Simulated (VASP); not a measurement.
Set up this calculation in VASP 6.6.1, as the native input.

| Property | Result |
| --- | --- |
| Task | single point |
| Functional | PBEsol |
| Dispersion | D3(BJ) |
| Potentials or basis | VASP PAW PBE potentials, release 64 (In_d, As) |
| Cutoff | 520 eV |
| k mesh | 8 × 8 × 8 |
| Occupations | gaussian, width 0.01 eV |
| Spin | no spin polarisation |
| Dipole correction | no |
| Further INCAR settings | ALGO = Normal; EDIFF = 1e-06; NBANDS = 16 |

The structure of InAs lies in POSCAR:

```
InAs
1.0
    0.0000000000      3.0379873375      3.0379873375
    3.0379873375      0.0000000000      3.0379873375
    3.0379873375      3.0379873375      0.0000000000
In As
1 1
Direct
    0.0000000000      0.0000000000      0.0000000000
    0.7500000000      0.7500000000      0.7500000000
```

One way to write it, as run:

INCAR

```
PREC = Accurate
ENCUT = 520
EDIFF = 1E-6
ISMEAR = 0
SIGMA = 0.01
LREAL = False
LASPH = True
NELM = 100
ALGO = Normal
ISIF = 2
LWAVE = False
LCHARG = False
GGA = PS
IVDW = 12
NBANDS = 16
```

KPOINTS

```
Automatic mesh
0
Gamma
  8 8 8
```

Potentials or basis: VASP PAW PBE potentials, release 64 (In_d, As).

Run with:

```sh
$ cat potpaw_PBE.64/In_d/POTCAR potpaw_PBE.64/As/POTCAR > POTCAR
$ mpirun -np 1 vasp_std > vasp.out
```

It gave:

| Item | Value |
| --- | --- |
| Pressure | -1.4 GPa |
| Band gap on the k mesh | zero (filled and empty bands touch) |
| Dispersion energy per atom | -0.311 eV |

Caveat: three body term missing; the PAW data sets were made with another functional, which shifts forces and pressure a little; spin-orbit coupling is left out, which moves the levels of the heavy elements; pairwise dispersion overbinds metals, which lowers pressure and volume.

Wall time 39 s on 1 thread of AMD EPYC 7R13, with other jobs on the host, peak memory 0.17 GiB.
